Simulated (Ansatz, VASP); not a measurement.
**BiTe: VASP beside Ansatz**

```
Bi Te
1.0
     0.02426    3.23500    3.23500
     3.23500    0.02426    3.23500
     3.25926    3.25926    0.00000
Bi Te
1 1
Direct
  0.00000 0.00000 0.00000
  0.50000 0.50000 0.50000
```

Change from the starting cell: strain +0.0150 x Voigt [0, 0, 0, 0, 0, 1], atoms carried along.

Alike in both runs: task single point; functional PBEsol; k mesh 14 × 14 × 14; occupations gaussian, width 0.15 eV; no spin polarisation.

|  | VASP | Ansatz |
| --- | --- | --- |
| version | VASP 6.6.1 | Ansatz 0.2.0 |
| potentials or method | VASP PAW PBE potentials, release 64 (Bi_d, Te), cutoff 520 eV | scalar-relativistic, plane waves, PAW |
| valence electrons in the cell | 21 | 31 |

|  | VASP | Ansatz | Ansatz less VASP |
| --- | --- | --- | --- |
| gap on the k mesh at the Fermi level (eV) | none | none | - |
| pressure (GPa) | -1.7 | -1.7 | +0.02 |

VASP's potentials were made for PBE, not for PBEsol. A gap of «none» marks a metal or a gap that the smearing closes. VASP's potentials hold 21 valence electrons a cell and Ansatz's 31, so a difference there can come from the potentials and not from the codes.

Neither program's run includes spin-orbit coupling.
